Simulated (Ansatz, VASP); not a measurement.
**Si2W in VASP and in Ansatz**

```xyz
9
Lattice="4.6144 0.0000 0.0000 -2.3072 3.9962 0.0000 0.0000 0.0000 6.6469" Properties=species:S:1:pos:R:3 pbc="T T T"
Si    2.3072    2.8382    3.3234
Si   -1.3043    3.4172    5.5391
Si    1.3043    3.4172    1.1078
Si    0.0000    1.1580    3.3234
Si    3.6115    0.5790    5.5391
Si    1.0029    0.5790    1.1078
W    -1.1536    1.9981    1.1078
W     1.1536    1.9981    5.5391
W     2.3072    0.0000    3.3234
```

Alike in both runs: task single point; functional PBE; k mesh 9 × 9 × 6; occupations gaussian, width 0.03 eV; no spin polarisation.

```csv
,VASP,Ansatz
version,VASP 6.6.1,Ansatz 0.2.0
potentials or method,"VASP PAW PBE potentials, release 64 (Si, W_sv), cutoff 520 eV","scalar-relativistic, plane waves, PAW"
valence electrons in the cell,66,66
```

|  | VASP | Ansatz | Ansatz less VASP |
| --- | --- | --- | --- |
| gap on the k mesh at the Fermi level (eV) | none | none | - |
| pressure (GPa) | 3.3 | 3.4 | +0.02 |
| traceless stress, the component that is largest in VASP (GPa) | -4.03 | -4.01 | +0.019 |
| rms of the force components (eV/Å) | 1.435 | 1.440 | +0.0055 |

Atom by atom the forces differ by 0.006 eV/Å (rms over components). A gap of «none» marks a metal or a gap that the smearing closes.

Spin-orbit coupling is off throughout.
